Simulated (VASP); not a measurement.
# NiO (P1) in VASP: single point with PBE

Aim: the single point of NiO with PBE.

Program: VASP 6.6.1. These are calculated values, not measurements. Logs are shortened: lines on timing, memory, paths and dates and some standing lists are left out, and cuts for length are marked.

### Step 1. The cell of the first run

The typed cell holds 2 atoms: a = 4.200 Å, b = 4.200 Å, c = 4.200 Å, α = 90.00°, β = 90.00°, γ = 90.00°.

### Step 2. Single point, PBE

Contents of INCAR:

```
PREC = Accurate
ENCUT = 600
EDIFF = 1E-6
ISMEAR = -1
SIGMA = 0.3
LREAL = F
LASPH = T
NELM = 120
ALGO = Normal
ISIF = 2
LWAVE = F
LCHARG = F
GGA = PE
NBANDS = 15
GGA_COMPAT = F
```

Contents of KPOINTS:

```
regular mesh
0
Gamma
  1 1 1
```

Contents of POSCAR:

```
NiO
1.0
    4.2000000000      0.0000000000      0.0000000000
    0.0000000000      4.2000000000      0.0000000000
    0.0000000000      0.0000000000      4.2000000000
Ni O
1 1
Direct
    0.0000000000      0.0000000000      0.0000000000
    0.2177185371      0.1306311223      0.0979733417
```

Potentials or basis: VASP PAW PBE potentials, release 64 (Ni, O).

Launch:

```bash
> cat potpaw_PBE.64/Ni/POTCAR potpaw_PBE.64/O/POTCAR > POTCAR
> mpirun -np 1 vasp_gam > vasp.out
```

OUTCAR:

```text
PREC = Accurate
   ENCUT = 600
   EDIFF = 1E-6
   ISMEAR = -1
   LREAL = F
   LASPH = T
   NELM = 120
   ISIF = 2
   GGA = PE

 ion  position               nearest neighbor table
   1  0.000  0.000  0.000-   2 1.14
   2  0.218  0.131  0.098-   1 1.14

 -----------------------------------------------------------------------------
|                                                                             |
|           W    W    AA    RRRRR   N    N  II  N    N   GGGG   !!!           |
|           W    W   A  A   R    R  NN   N  II  NN   N  G    G  !!!           |
|           W    W  A    A  R    R  N N  N  II  N N  N  G       !!!           |
|           W WW W  AAAAAA  RRRRR   N  N N  II  N  N N  G  GGG   !            |
|           WW  WW  A    A  R   R   N   NN  II  N   NN  G    G                |
|           W    W  A    A  R    R  N    N  II  N    N   GGGG   !!!           |
|                                                                             |
|     The distance between some ions is very small. Please check the          |
|     nearest-neighbor list in the OUTCAR file.                               |
|     I HOPE YOU KNOW WHAT YOU ARE DOING!                                     |
|                                                                             |
 -----------------------------------------------------------------------------

  LATTYP: Found a simple cubic cell.
 ALAT       =     4.2000000000

  Lattice vectors:

 A1 = (   4.2000000000,   0.0000000000,   0.0000000000)
 A2 = (   0.0000000000,   4.2000000000,   0.0000000000)
 A3 = (   0.0000000000,   0.0000000000,   4.2000000000)

Analysis of symmetry for initial positions (statically):
=====================================================================
 Subroutine PRICEL returns:
 Original cell was already a primitive cell.

 Routine SETGRP: Setting up the symmetry group for a
 simple cubic supercell.

 Subroutine GETGRP returns: Found  1 space group operations
 (whereof  1 operations were pure point group operations)
 out of a pool of 48 trial point group operations.

The static configuration has the point symmetry C_1 .

Analysis of symmetry for dynamics (positions and initial velocities):
=====================================================================
 Subroutine PRICEL returns:
 Original cell was already a primitive cell.

 Routine SETGRP: Setting up the symmetry group for a
 simple cubic supercell.

 Subroutine GETGRP returns: Found  1 space group operations
 (whereof  1 operations were pure point group operations)
 out of a pool of 48 trial point group operations.

The dynamic configuration has the point symmetry C_1 .

 Subroutine INISYM returns: Found  1 space group operations
[... 79 lines left out ...]
   ISIF   =      2    stress and relaxation
   ISYM   =      2    0-nonsym 1-usesym 2-fastsym
   POTIM  = 0.5000    time-step for ionic-motion
   TEBEG  =    0.0;   TEEND  =   0.0 temperature during run
   PSTRESS=    0.0 pullay stress
   NELECT =      16.0000    total number of electrons
   NUPDOWN=      -1.0000    fix difference up-down
   EMIN   =  10.00;   EMAX   =-10.00  energy-range for DOS
   EFERMI =   0.00;   METHOD = LEGACY
   ISMEAR =    -1;   SIGMA  =   0.30  broadening in eV -4-tet -1-fermi 0-gaus
   EFERMI_NEDOS =   21; number of points for ismear=-14 and -15
   IALGO  =     38    algorithm
   IMIX   =      4    mixing-type and parameters
     AMIX     =   0.40;   BMIX     =  1.00
     AMIX_MAG =   1.60;   BMIX_MAG =  1.00
  volume/ion in A,a.u.               =      37.04       249.99
  Fermi-wavevector in a.u.,A,eV,Ry     =   0.982198  1.856084 13.125705  0.964712
  Thomas-Fermi vector in A             =   2.113262
   LORBIT       =      0    0 simple, 1 ext, 2 COOP (PROOUT), +10 PAW based schemes
   GGA     = PE    functional components
   LHFCALC =     F    Hartree Fock is set to
   AEXX    =    0.0000 exact exchange contribution
   IVDW    =     0    specifies the selected vdW correction
   LEPSILON=     F    determine dielectric tensor
   LRPA    =     F    only Hartree local field effects (RPA)
 non-spin polarized calculation
  energy-cutoff  :      600.00
  volume of cell :       74.09
 maximum number of plane-waves:      1259
 NGX is ok and might be reduce to    36
   NGX = 17   NGY = 17   NGZ = 17

 number of electron      15.9999987 magnetization

 Free energy of the ion-electron system (eV)
  ---------------------------------------------------
  ext. energy  EPLUGINS =         0.00000000
  ---------------------------------------------------
  free energy    TOTEN  =         4.14197190 eV

  energy without entropy =        5.04033944  energy(sigma->0) =        4.59115567

 E-fermi :  -1.9309     XC(G=0):  -5.7818

 val. band max:       -1.9899834163   @ k =   0.0000   0.0000   0.0000
 cond. band min:      -1.8925685248   @ k =   0.0000   0.0000   0.0000
 fundamental gap:      0.0974148916
 Fermi energy:        -1.9309329408

 k-point     1 :       0.0000    0.0000    0.0000
  band No.  band energies     occupation
      1     -22.8390      2.00000
      2     -11.2078      2.00000
      3     -11.0593      2.00000
      4      -9.8970      2.00000
      5      -4.4332      1.99952
      6      -4.3628      1.99940
      7      -3.1113      1.96164
      8      -1.9900      1.09810
      9      -1.8926      0.93615
     10      -0.1455      0.00519
     11       5.3811      0.00000
     12       5.9999      0.00000
     13       6.8239      0.00000
     14       8.0154      0.00000
     15       8.4121      0.00000

------------------------ aborting loop because EDIFF is reached ----------------------------------------

  FORCE on cell =-STRESS in cart. coord.  units (eV):
  Direction    XX          YY          ZZ          XY          YZ          ZX
  --------------------------------------------------------------------------------------
  -------------------------------------------------------------------------------------
  Total       61.2940019     20.7236704     10.8346105     35.7117021     16.0689806     26.8198726
  in kB     1325.5029191    448.1561774    234.3020109    772.2772858    347.4969822    579.9885527
  external PRESSURE =     669.3203691 kB  Pullay stress =       0.0000000 kB

 VOLUME and BASIS-vectors are now :
 -----------------------------------------------------------------------------
  energy-cutoff  :      600.00
  volume of cell :       74.09
      direct lattice vectors                 reciprocal lattice vectors
     4.200000000  0.000000000  0.000000000     0.238095238  0.000000000  0.000000000
     0.000000000  4.200000000  0.000000000     0.000000000  0.238095238  0.000000000
     0.000000000  0.000000000  4.200000000     0.000000000  0.000000000  0.238095238

 POSITION                                       TOTAL-FORCE (eV/Angst)
 -----------------------------------------------------------------------------------
      0.00000      0.00000      0.00000       -65.980055    -39.496905    -29.626849
      0.91442      0.54865      0.41149        65.980055     39.496905     29.626849
 -----------------------------------------------------------------------------------
    total drift:                                0.000720      0.000069      0.000058

  FREE ENERGIE OF THE ION-ELECTRON SYSTEM (eV)
  ---------------------------------------------------
  free  energy   TOTEN  =         4.1419719018 eV

  energy  without entropy=        5.0403394444  energy(sigma->0) =        4.59115567
```

OSZICAR:

```text
N       E                     dE             d eps       ncg     rms          rms(c)
DAV:   1     0.146002385940E+03    0.14600E+03   -0.84317E+03    30   0.122E+03
DAV:   2     0.169469211410E+02   -0.12906E+03   -0.10500E+03    37   0.261E+02
DAV:   3    -0.658853750534E+00   -0.17606E+02   -0.17251E+02    30   0.108E+02
DAV:   4    -0.949501965461E+00   -0.29065E+00   -0.29049E+00    30   0.156E+01
DAV:   5    -0.953977828279E+00   -0.44759E-02   -0.44758E-02    37   0.197E+00    0.560E+01
DAV:   6     0.171175249506E+01    0.26657E+01   -0.35313E+01    37   0.149E+02    0.301E+01
DAV:   7     0.296183894327E+01    0.12501E+01   -0.27136E+01    37   0.124E+02    0.180E+01
DAV:   8     0.413845301772E+01    0.11766E+01   -0.43525E+00    30   0.526E+01    0.521E+00
DAV:   9     0.413837406973E+01   -0.78948E-04   -0.51431E-01    30   0.785E+00    0.108E+00
DAV:  10     0.414168872871E+01    0.33147E-02   -0.18642E-02    30   0.135E+00    0.261E-01
DAV:  11     0.414208966339E+01    0.40093E-03   -0.24117E-03    37   0.753E-01    0.157E-01
DAV:  12     0.414203039189E+01   -0.59272E-04   -0.32370E-04    30   0.161E-01    0.534E-02
DAV:  13     0.414196310041E+01   -0.67291E-04   -0.12086E-04    37   0.130E-01    0.775E-02
DAV:  14     0.414197484268E+01    0.11742E-04   -0.45603E-05    45   0.113E-01    0.598E-03
DAV:  15     0.414197188275E+01   -0.29599E-05   -0.77158E-06    37   0.280E-02    0.506E-03
DAV:  16     0.414197190176E+01    0.19009E-07   -0.52713E-07    22   0.802E-03
   1 F= 0.41419719E+01 E0= 0.45911557E+01  d E =-.898368E+00
```

It took 5.3 s on 1 thread of Intel Xeon Platinum 8375C at 2.90GHz (Ice Lake), shared host; peak memory 0.19 GiB.

What came out:

```
Free energy            : 4.1420 eV
Pressure               : 66.9 GPa
Largest force          : 82.408 eV/Å
Band gap on the k mesh : 0.10 eV
```

Forces on the atoms (eV/Å):
```
Ni  -65.980 -39.497 -29.627
O    65.980  39.497  29.627
```

Caveat: the k points lie up to 1.50 Å⁻¹ apart; forces of over 1 eV/Å act on the atoms, so gaps and moduli don't describe the material at rest. Spin polarisation is off, so any magnetic state and its effect on volume and gap are missing.
